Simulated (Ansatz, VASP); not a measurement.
One calculation of Fe, two programs

```
Fe
1.0
    -1.39405    1.39405    1.39405
     1.39405   -1.39405    1.39405
     1.39405    1.39405   -1.39405
Fe
1
Direct
  0.00000 0.00000 0.00000
```

Alike in both runs: task single point; functional PBEsol; k mesh 26 × 26 × 26; occupations fermi-dirac, width 0.05 eV; collinear spin.

|  | VASP | Ansatz |
| --- | --- | --- |
| version | VASP 6.6.1 | Ansatz 0.2.0 |
| potentials or method | VASP PAW PBE potentials, release 64 (Fe), cutoff 520 eV | plane waves (420 eV) with PAW, scalar-relativistic |
| valence electrons in the cell | 8 | 16 |

|  | VASP | Ansatz | Ansatz less VASP |
| --- | --- | --- | --- |
| pressure (GPa) | -0.1 | -0.1 | +0.05 |
| net moment per atom (μB) | 2.12 | 2.10 | -0.013 |
| size of the moment on the site where the two differ most (μB) | 2.10 | 2.13 | +0.032 |

VASP's potentials were made for PBE, not for PBEsol, and Ansatz warns of the same on its side. Site moments also hang on the region over which each program counts them. With one functional, cell and mesh, what is left measures potentials, basis and numerics. VASP's potentials hold 8 valence electrons a cell and Ansatz's 16, so a difference there can come from the potentials and not from the codes.
